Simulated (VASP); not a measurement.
Wanted: the native input for a VASP 6.6.1 run.

```yaml
Task: single point
Functional: LDA
Potentials_or_basis: VASP PAW LDA potentials, release 64 (B, N)
Cutoff: 520 eV
k_mesh: 12 × 12 × 4
Occupations: gaussian, width 0.05 eV
Spin: no spin polarisation
Dipole_correction: no
Further_INCAR_settings: ALGO = Normal; EDIFF = 1e-06; NBANDS = 16
```

The structure of BN lies in POSCAR:

```
BN
1.0
    2.4875935385      0.0000000000      0.0000000000
   -1.2437967692      2.1543191986      0.0000000000
    0.0000000000      0.0000000000      6.1876401676
B N
2 2
Direct
    0.3333333333      0.6666666667      0.2500000000
    0.6666666667      0.3333333333      0.7500000000
    0.3333333333      0.6666666667      0.7500000000
    0.6666666667      0.3333333333      0.2500000000
```

This cell differs from its parent crystal: volume 8.290 Å^3 an atom, c/a of the conventional cell 2.4874.

These files were run (other wordings do the same):

INCAR

```
SYSTEM = BN
ALGO = Normal
EDIFF = 1E-6
ENCUT = 520
ISIF = 2
ISMEAR = 0
LASPH = .TRUE.
LCHARG = .FALSE.
LREAL = .FALSE.
LWAVE = .FALSE.
NBANDS = 16
NELM = 60
PREC = Accurate
SIGMA = 0.05
```

KPOINTS

```
k-points
0
G
  12 12 4
  0 0 0
```

Potentials or basis: VASP PAW LDA potentials, release 64 (B, N).

The run is started by

```sh
$ cat potpaw_LDA.64/B/POTCAR potpaw_LDA.64/N/POTCAR > POTCAR
$ mpirun -np 1 vasp_std > vasp.out
```

Results of the run:

The pressure is 1.6 GPa and the band gap on the k mesh is 3.95 eV, indirect (least direct gap 4.30 eV).

Wall time 35 s on 1 thread of AMD EPYC 7R13, on a shared host, peak memory 0.11 GiB.
